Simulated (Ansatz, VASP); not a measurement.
# BN: VASP beside Ansatz

```xyz
4
Lattice="2.5546 0.0000 0.0000 -1.2773 2.2123 0.0000 0.0000 0.0000 4.2245" Properties=species:S:1:pos:R:3 pbc="T T T"
B     1.2773    0.7374    4.2237
B     0.0000    1.4749    2.1114
N     0.8273    0.7374    2.6411
N     0.0000    1.4749    0.5289
```

Alike in both runs: task single point; functional PBE; k mesh 12 × 12 × 6; occupations gaussian, width 0.05 eV; no spin polarisation.

```csv
,VASP,Ansatz
version,VASP 6.6.1,Ansatz 0.2.0
potentials or method,"VASP PAW PBE potentials, release 64 (B, N), cutoff 520 eV","scalar-relativistic, plane waves, PAW"
valence electrons in the cell,16,16
```

```tsv
	VASP	Ansatz	Ansatz less VASP
gap on the k mesh at the Fermi level (eV)	2.76	2.77	+0.009
least direct gap on the mesh (eV)	4.76	4.77	+0.007
rms of the force components (eV/Å)	5.924	5.905	-0.0190
```

Atom by atom the forces differ by 0.020 eV/Å (rms over components).
